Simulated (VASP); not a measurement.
Set up this calculation in VASP 6.6.1, as the native input.

| Property | Result |
| --- | --- |
| Task | single point |
| Functional | PBE |
| Potentials or basis | VASP PAW PBE potentials, release 64 (In_d, As) |
| Cutoff | 520 eV |
| k mesh | 18 × 18 × 18 |
| Occupations | gaussian, width 0.15 eV |
| Spin | no spin polarisation |
| Dipole correction | no |
| Further INCAR settings | ALGO = Normal; EDIFF = 1e-06; NBANDS = 16 |

The structure of InAs lies in POSCAR:

```
InAs
1.0
    0.0000000000      3.1357599902      3.0103295906
    3.1357599902      0.0000000000      3.0103295906
    3.1357599902      3.1357599902      0.0000000000
In As
1 1
Direct
    0.0000000000      0.0000000000      0.0000000000
    0.7500000000      0.7500000000      0.7500000000
```

This cell differs from its parent crystal: ratio of the length along z to the lengths across it x 0.96, volume and fractional coordinates fixed.

The input as run:

INCAR

```
ALGO = Normal ; EDIFF = 1E-6
ENCUT = 520 ; GGA = PE
ISIF = 2 ; ISMEAR = 0
LASPH = True ; LCHARG = True
LELF = True ; LREAL = False
LVHAR = True ; LWAVE = False
NBANDS = 16 ; NELM = 80
PREC = Accurate ; SIGMA = 0.15
```

KPOINTS

```
k-points
0
Gamma
  18 18 18
```

Potentials or basis: VASP PAW PBE potentials, release 64 (In_d, As).

Run with:

```bash
$ cat potpaw_PBE.64/In_d/POTCAR potpaw_PBE.64/As/POTCAR > POTCAR
$ mpirun -np 1 vasp_std > vasp.out
```

It gave:

| Item | Value |
| --- | --- |
| Pressure | 0.0 GPa |
| Band gap on the k mesh | 0.10 eV (least direct gap 0.17 eV) |

Caveat: the smearing spreads over this small gap; semilocal functionals underestimate gaps, and a narrow one can read as zero; spin-orbit coupling is left out, which moves the levels of the heavy elements.

Wall time 2.3 min on 1 thread of Intel(R) Xeon(R) 6975P-C (Granite Rapids), with other jobs on the host, peak memory 0.56 GiB.
